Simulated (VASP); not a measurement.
# Ba3SiS (Pm-3m) in VASP: a series of runs, part 2 of 2

VASP 6.6.1. The steps go on from the part before.

## Step 3: Single point, PBE

This run uses another cell than the first one, of 41.77 Å³/atom, 1.252 times its volume.

INCAR reads:

```
SYSTEM = Ba3SiS
  ALGO = Normal
  EDIFF = 1E-6
  ENCUT = 520
  GGA = PE
  ISIF = 2
  ISMEAR = 0
  LASPH = .TRUE.
  LCHARG = .FALSE.
  LREAL = .FALSE.
  LWAVE = .FALSE.
  NBANDS = 28
  NELM = 60
  PREC = Accurate
  SIGMA = 0.1
```

KPOINTS reads:

```
k-points
0
G
  4 4 4
  0 0 0
```

POSCAR reads:

```
Ba3SiS
1.0
    5.9329732970      0.0000000000      0.0000000000
    0.0000000000      5.9329732970      0.0000000000
    0.0000000000      0.0000000000      5.9329732970
Ba Si S
3 1 1
Direct
    0.5000000000      0.5000000000      0.0000000000
    0.5000000000      0.0000000000      0.5000000000
    0.0000000000      0.5000000000      0.5000000000
    0.0000000000      0.0000000000      0.0000000000
    0.5000000000      0.5000000000      0.5000000000
```

Potentials or basis: VASP PAW PBE potentials, release 64 (Ba_sv, Si, S).

On the command line:

```
> cat potpaw_PBE.64/Ba_sv/POTCAR potpaw_PBE.64/Si/POTCAR potpaw_PBE.64/S/POTCAR > POTCAR
> mpirun -np 1 vasp_std > vasp.out
```

OUTCAR:

```text
SYSTEM = Ba3SiS
   EDIFF = 1E-6
   ENCUT = 520
   GGA = PE
   ISIF = 2
   ISMEAR = 0
   LASPH = .TRUE.
   LREAL = .FALSE.
   NELM = 60
   PREC = Accurate

 ion  position               nearest neighbor table
   1  0.500  0.500  0.000-   5 2.97   5 2.97   2 4.20   2 4.20   3 4.20   3 4.20   2 4.20   2 4.20
                             3 4.20   3 4.20
   2  0.500  0.000  0.500-   5 2.97   5 2.97   1 4.20   1 4.20   1 4.20   3 4.20   3 4.20   1 4.20
                             3 4.20   3 4.20
   3  0.000  0.500  0.500-   5 2.97   5 2.97   1 4.20   1 4.20   2 4.20   1 4.20   2 4.20   2 4.20
                             1 4.20   2 4.20
   4  0.000  0.000  0.000-
   5  0.500  0.500  0.500-   1 2.97   2 2.97   3 2.97   1 2.97   2 2.97   3 2.97

  LATTYP: Found a simple cubic cell.
 ALAT       =     5.9329732970

  Lattice vectors:

 A1 = (   5.9329732970,   0.0000000000,   0.0000000000)
 A2 = (   0.0000000000,   5.9329732970,   0.0000000000)
 A3 = (   0.0000000000,   0.0000000000,   5.9329732970)

Analysis of symmetry for initial positions (statically):
=====================================================================
 Subroutine PRICEL returns:
 Original cell was already a primitive cell.

 Routine SETGRP: Setting up the symmetry group for a
 simple cubic supercell.

 Subroutine GETGRP returns: Found 48 space group operations
[... 9 lines left out ...]

 Routine SETGRP: Setting up the symmetry group for a
 simple cubic supercell.

 Subroutine GETGRP returns: Found 48 space group operations
[... 11 lines left out ...]
                                     Primitive cell

  volume of cell :     208.8417

  direct lattice vectors                    reciprocal lattice vectors
     5.932973297  0.000000000  0.000000000     0.168549553  0.000000000  0.000000000
     0.000000000  5.932973297  0.000000000     0.000000000  0.168549553  0.000000000
     0.000000000  0.000000000  5.932973297     0.000000000  0.000000000  0.168549553

  length of vectors
     5.932973297  5.932973297  5.932973297     0.168549553  0.168549553  0.168549553

  position of ions in fractional coordinates (direct lattice)
     0.500000000  0.500000000  0.000000000
     0.500000000  0.000000000  0.500000000
     0.000000000  0.500000000  0.500000000
     0.000000000  0.000000000  0.000000000
     0.500000000  0.500000000  0.500000000

  ion indices of the primitive-cell ions
   primitive index   ion index
                 1           1
                 2           2
                 3           3
                 4           4
                 5           5

----------------------------------------------------------------------------------------

 KPOINTS: k-points

Automatic generation of k-mesh.
 Grid dimensions read from file:
 generate k-points for:    4    4    4

 Generating k-lattice:

  Cartesian coordinates                     Fractional coordinates (reciprocal lattice)
     0.042137388  0.000000000  0.000000000     0.250000000  0.000000000  0.000000000
     0.000000000  0.042137388  0.000000000     0.000000000  0.250000000  0.000000000
     0.000000000  0.000000000  0.042137388     0.000000000  0.000000000  0.250000000

  Length of vectors
     0.042137388  0.042137388  0.042137388

  Shift w.r.t. Gamma in fractional coordinates (k-lattice)
     0.000000000  0.000000000  0.000000000

 Subroutine IBZKPT returns following result:
 ===========================================

 Found     10 irreducible k-points:

 Following reciprocal coordinates:
            Coordinates               Weight
  0.000000  0.000000  0.000000      1.000000
  0.250000  0.000000  0.000000      6.000000
  0.500000  0.000000  0.000000      3.000000
  0.250000  0.250000  0.000000     12.000000
  0.500000  0.250000  0.000000     12.000000
  0.500000  0.500000  0.000000      3.000000
  0.250000  0.250000  0.250000      8.000000
  0.500000  0.250000  0.250000     12.000000
  0.500000  0.500000  0.250000      6.000000
  0.500000  0.500000  0.500000      1.000000
   k-points           NKPTS =     10   k-points in BZ     NKDIM =     10   number of bands    NBANDS=     28
   number of dos      NEDOS =    301   number of ions     NIONS =      5
   total plane-waves  NPLWV = 110592
   dimension x,y,z NGX =    48 NGY =   48 NGZ =   48
   dimension x,y,z NGXF=    96 NGYF=   96 NGZF=   96
   ions per type =               3   1   1
   NGX,Y,Z   is equivalent  to a cutoff of  13.45, 13.45, 13.45 a.u.
   NGXF,Y,Z  is equivalent  to a cutoff of  26.90, 26.90, 26.90 a.u.
 SYSTEM =  Ba3SiS
   PREC   = accura    normal or accurate (medium, high low for compatibility)
   ISTART =      0    job   : 0-new  1-cont  2-samecut
   ICHARG =      2    charge: 1-file 2-atom 10-const
   ISPIN  =      1    spin polarized calculation?
   LNONCOLLINEAR =      F non collinear calculations
   LSORBIT =      F    spin-orbit coupling
   LASPH  =      T    aspherical Exc in radial PAW
   ENCUT  =  520.0 eV  38.22 Ry    6.18 a.u.  11.03 11.03 11.03*2*pi/ulx,y,z
   NELM   =     60;   NELMIN=  2; NELMDL= -5     # of ELM steps
   EDIFF  = 0.1E-05   stopping-criterion for ELM
   LREAL  =      F    real-space projection
   EDIFFG = 0.1E-04   stopping-criterion for IOM
   NSW    =      0    number of steps for IOM
   IBRION =     -1    ionic relax: 0-MD 1-quasi-New 2-CG
   NFREE  =      0    steps in history (QN), initial steepest desc. (CG)
   ISIF   =      2    stress and relaxation
   ISYM   =      2    0-nonsym 1-usesym 2-fastsym
   POTIM  = 0.5000    time-step for ionic-motion
   TEBEG  =    0.0;   TEEND  =   0.0 temperature during run
   PSTRESS=    0.0 pullay stress
   NELECT =      40.0000    total number of electrons
   NUPDOWN=      -1.0000    fix difference up-down
   EMIN   =  10.00;   EMAX   =-10.00  energy-range for DOS
   EFERMI =   0.00;   METHOD = LEGACY
   ISMEAR =     0;   SIGMA  =   0.10  broadening in eV -4-tet -1-fermi 0-gaus
   EFERMI_NEDOS =   21; number of points for ismear=-14 and -15
   IALGO  =     38    algorithm
   IMIX   =      4    mixing-type and parameters
     AMIX     =   0.40;   BMIX     =  1.00
     AMIX_MAG =   1.60;   BMIX_MAG =  1.00
  volume/ion in A,a.u.               =      41.77       281.87
  Fermi-wavevector in a.u.,A,eV,Ry     =   0.943675  1.783287 12.116293  0.890522
  Thomas-Fermi vector in A             =   2.071405
   LORBIT       =      0    0 simple, 1 ext, 2 COOP (PROOUT), +10 PAW based schemes
   GGA     = PE    functional components
   LHFCALC =     F    Hartree Fock is set to
   AEXX    =    0.0000 exact exchange contribution
   IVDW    =     0    specifies the selected vdW correction
   LEPSILON=     F    determine dielectric tensor
   LRPA    =     F    only Hartree local field effects (RPA)
 non-spin polarized calculation
 Gauss-broadening in eV      SIGMA  =   0.10
  energy-cutoff  :      520.00
  volume of cell :      208.84
 maximum number of plane-waves:      5656
 NGX is ok and might be reduce to    48
   NGX = 23   NGY = 23   NGZ = 23

 number of electron      40.0000005 magnetization

 Free energy of the ion-electron system (eV)
  ---------------------------------------------------
  ext. energy  EPLUGINS =         0.00000000
  ---------------------------------------------------
  free energy    TOTEN  =       -18.64297706 eV

  energy without entropy =      -18.63752198  energy(sigma->0) =      -18.64024952

 E-fermi :   2.4846     XC(G=0):  -8.0342

 val. band max:        2.4453331581   @ k =   0.0000   0.0000   0.0000
 cond. band min:       2.5591398763   @ k =   0.2500   0.0000   0.0000
 fundamental gap:      0.1138067182
 Fermi energy:         2.4845695967

 k-point     1 :       0.0000    0.0000    0.0000
  band No.  band energies     occupation
      1     -26.2027      2.00000
      2     -26.1002      2.00000
      3     -26.1002      2.00000
      4     -11.8111      2.00000
      5     -11.8111      2.00000
      6     -11.8111      2.00000
[... 20 lines left out ...]
     27       5.5307      0.00000
     28       5.5581      0.00000
[... 249 lines left out ...]
 k-point    10 :       0.5000    0.5000    0.5000
  band No.  band energies     occupation
      1     -26.1323      2.00000
      2     -26.1323      2.00000
      3     -26.1323      2.00000
      4     -13.3006      2.00000
      5     -11.5736      2.00000
      6     -11.5736      2.00000
[... 20 lines left out ...]
     27       4.4875      0.00000
     28       6.1576      0.00000

------------------------ aborting loop because EDIFF is reached ----------------------------------------

  FORCE on cell =-STRESS in cart. coord.  units (eV):
  Direction    XX          YY          ZZ          XY          YZ          ZX
  --------------------------------------------------------------------------------------
  -------------------------------------------------------------------------------------
  Total        0.7471500      0.7471500      0.7471500     -0.0000000     -0.0000000      0.0000000
  in kB        5.7319342      5.7319342      5.7319342     -0.0000000     -0.0000000      0.0000000
  external PRESSURE =       5.7319342 kB  Pullay stress =       0.0000000 kB

 VOLUME and BASIS-vectors are now :
 -----------------------------------------------------------------------------
  energy-cutoff  :      520.00
  volume of cell :      208.84
      direct lattice vectors                 reciprocal lattice vectors
     5.932973297  0.000000000  0.000000000     0.168549553  0.000000000  0.000000000
     0.000000000  5.932973297  0.000000000     0.000000000  0.168549553  0.000000000
     0.000000000  0.000000000  5.932973297     0.000000000  0.000000000  0.168549553

 POSITION                                       TOTAL-FORCE (eV/Angst)
 -----------------------------------------------------------------------------------
      2.96649      2.96649      0.00000         0.000000      0.000000      0.000000
      2.96649      0.00000      2.96649         0.000000      0.000000      0.000000
      0.00000      2.96649      2.96649         0.000000      0.000000      0.000000
      0.00000      0.00000      0.00000         0.000000      0.000000      0.000000
      2.96649      2.96649      2.96649         0.000000      0.000000      0.000000
 -----------------------------------------------------------------------------------
    total drift:                                0.000000     -0.000000     -0.000000

  FREE ENERGIE OF THE ION-ELECTRON SYSTEM (eV)
  ---------------------------------------------------
  free  energy   TOTEN  =       -18.6429770635 eV

  energy  without entropy=      -18.6375219777  energy(sigma->0) =      -18.64024952
```

It took 60 s on 1 thread of AMD EPYC 9R45 (Zen 5), shared host; peak memory 0.3 GiB.

Results:

```yaml
Free_energy: -18.6430 eV
Pressure: 0.6 GPa
Band_gap_on_the_k_mesh: 0.11 eV, indirect (least direct gap 0.25 eV)
```

Levels at points of the mesh, in eV from the valence-band top:
```tsv
k point	band 16	band 17	band 18	band 19	band 20	band 21	band 22	band 23	band 24	band 25
(0.00, 0.00, 0.00)	-2.74	-2.74	0.00	0.00	0.00	0.25	0.25	0.38	0.39	0.39
(0.50, 0.00, 0.00)	-2.92	-2.92	-1.48	-0.32	-0.32	0.25	1.32	1.44	2.02	2.11
(0.50, 0.50, 0.00)	-4.50	-3.10	-0.84	-0.84	-0.51	1.46	1.46	1.86	1.86	1.94
(0.50, 0.50, 0.50)	-4.67	-4.67	-0.17	-0.17	-0.17	1.12	1.12	1.12	1.69	2.04
```

Caveat: spin-orbit coupling is left out, which moves the levels of the heavy elements. A k mesh can miss the band edges.

## Step 4: Single point, PBE

This run uses another cell than the first one, of 41.94 Å³/atom, 1.257 times its volume.

INCAR reads:

```
PREC = Accurate
ENCUT = 520
EDIFF = 1E-6
ISMEAR = 0
SIGMA = 0.01
LREAL = F
LASPH = T
NELM = 80
ALGO = Normal
ISIF = 2
LWAVE = F
LCHARG = T
GGA = PE
LELF = T
LVHAR = T
NBANDS = 28
```

KPOINTS reads:

```
Automatic mesh
0
Gamma
  6 6 6
```

Edit POSCAR of step 3 so:

```diff
@@ -2,5 +2,5 @@
 1.0
-    5.9329732970      0.0000000000      0.0000000000
-    0.0000000000      5.9329732970      0.0000000000
-    0.0000000000      0.0000000000      5.9329732970
+    5.9412244032      0.0000000000      0.0000000000
+    0.0000000000      5.9412244032      0.0000000000
+    0.0000000000      0.0000000000      5.9412244032
 Ba Si S
```

On the command line:

```
> cat potpaw_PBE.64/Ba_sv/POTCAR potpaw_PBE.64/Si/POTCAR potpaw_PBE.64/S/POTCAR > POTCAR
> mpirun -np 1 vasp_std > vasp.out
```

Run time: 2.3 min. Hardware: 1 thread of AMD EPYC 9R45 (Zen 5), shared host; peak memory 0.35 GiB.

It converged, with:

| Item | Value |
| --- | --- |
| Free energy | -18.6500 eV |
| Pressure | 0.5 GPa |
| Band gap on the k mesh | 0.05 eV, indirect (least direct gap 0.15 eV) |

Levels at points of the mesh, in eV from the valence-band top:
```
           k point  band 16  band 17  band 18  band 19  band 20  band 21  band 22  band 23  band 24  band 25
(0.00, 0.00, 0.00)    -2.77    -2.77     0.00     0.00     0.00     0.25     0.25     0.37     0.40     0.40
(0.50, 0.00, 0.00)    -2.95    -2.95    -1.47    -0.31    -0.31     0.25     1.32     1.44     2.02     2.10
(0.50, 0.50, 0.00)    -4.52    -3.13    -0.83    -0.83    -0.49     1.45     1.45     1.85     1.85     1.93
(0.50, 0.50, 0.50)    -4.68    -4.68    -0.15    -0.15    -0.15     1.11     1.11     1.11     1.69     2.03
```

Caveat: spin-orbit coupling is left out, which moves the levels of the heavy elements.

## Step 5: Relaxation of cell and atoms, PBE

INCAR reads:

```
ALGO     = Normal         # electronic algorithm
EDIFF    = 1E-6           # SCF threshold, eV
EDIFFG   = -0.04          # ionic threshold
ENCUT    = 600            # plane-wave cutoff, eV
GGA      = PE             # functional
IBRION   = 2              # ionic algorithm
ISIF     = 3              # what is computed and relaxed
ISMEAR   = 0              # smearing method
LASPH    = True           # aspherical terms in the spheres
LCHARG   = False          # write CHGCAR
LREAL    = False          # projectors in reciprocal space
LWAVE    = False          # write WAVECAR
NELM     = 80             # most SCF steps
NSW      = 90             # ionic steps
PREC     = Accurate       # precision mode
SIGMA    = 0.1            # smearing width, eV
```

KPOINTS reads:

```
k-points
0
Gamma
  4 4 4
```

Edit POSCAR of step 4 so:

```diff
@@ -2,5 +2,5 @@
 1.0
-    5.9412244032      0.0000000000      0.0000000000
-    0.0000000000      5.9412244032      0.0000000000
-    0.0000000000      0.0000000000      5.9412244032
+    5.5043729000      0.0000000000      0.0000000000
+    0.0000000000      5.5043729000      0.0000000000
+    0.0000000000      0.0000000000      5.5043729000
 Ba Si S
```

On the command line:

```
> cat potpaw_PBE.64/Ba_sv/POTCAR potpaw_PBE.64/Si/POTCAR potpaw_PBE.64/S/POTCAR > POTCAR
> mpirun -np 1 vasp_std > vasp.out
```

It took 2.9 min on 1 thread of AMD EPYC 9R45 (Zen 5), shared host; peak memory 0.33 GiB.

The run converged. Its results:

```
Free energy                            : -18.6485 eV
Relaxed volume                         : 42.47 Å³/atom
Relaxed cell                           : a = 5.966 Å, b = 5.966 Å, c = 5.966 Å, α = 90.00°, β = 90.00°, γ = 90.00°
Space group after relaxing (to 0.05 Å) : Pm-3m (No. 221)
Energy gained by relaxing              : 261.2 meV/atom
Ionic steps                            : 3
Pressure after relaxing                : 0.1 GPa
Band gap on the k mesh                 : 0.11 eV, indirect (least direct gap 0.23 eV)
```

Step by step:
```csv
step,energy change (eV),largest force (eV/Å),pressure (GPa),volume (Å³)
1,0.0000,0.0000,11.12,166.77
2,-1.2154,0.0000,-1.69,229.15
3,-1.3058,0.0000,0.10,212.35
```

Final structure:
```
Ba Si S
1.0
     5.96604    0.00000    0.00000
     0.00000    5.96604    0.00000
     0.00000    0.00000    5.96604
Ba Si S
3 1 1
Cartesian
  2.9830 2.9830 0.0000
  2.9830 0.0000 2.9830
  0.0000 2.9830 2.9830
  0.0000 0.0000 0.0000
  2.9830 2.9830 2.9830
```

Levels at points of the mesh, in eV from the valence-band top:
```
           k point  band 18  band 19  band 20  band 21  band 22  band 23
(0.00, 0.00, 0.00)     0.00     0.00     0.00     0.23     0.23     0.36
(0.50, 0.00, 0.00)    -1.49    -0.33    -0.33     0.25     1.28     1.37
(0.50, 0.50, 0.00)    -0.86    -0.86    -0.52     1.42     1.42     1.81
(0.50, 0.50, 0.50)    -0.20    -0.20    -0.20     1.08     1.08     1.08
```

Caveat: the volume moved by over 15 % at a fixed basis, so the end points are rough; spin-orbit coupling is left out, which moves the levels of the heavy elements.

## Step 6: Overview

```tsv
task	cell	k mesh	cutoff (eV)	smearing	gap on the mesh (eV)	pressure (GPa)
single point	a = 5.504 Å, 5 atoms	4 × 4 × 4	520	gaussian 0.1 eV	none	11.1
single point	a = 5.933 Å, 5 atoms	4 × 4 × 4	520	gaussian 0.1 eV	0.11	0.6
single point	a = 5.941 Å, 5 atoms	6 × 6 × 6	520	gaussian 0.01 eV	0.05	0.5
relaxation of cell and atoms	relaxed from a = 5.504 Å, 5 atoms	4 × 4 × 4	600	gaussian 0.1 eV	0.11	0.1
```

Alike in all rows: level PBE; potentials or basis VASP PAW PBE potentials, release 64 (Ba_sv, Si, S); no spin polarisation.

Caveats: spin-orbit coupling is left out, which moves the levels of the heavy elements; the volume moved by over 15 % at a fixed basis, so the end points are rough (some runs).

Absolute energies hang on the potentials; compare differences alone.
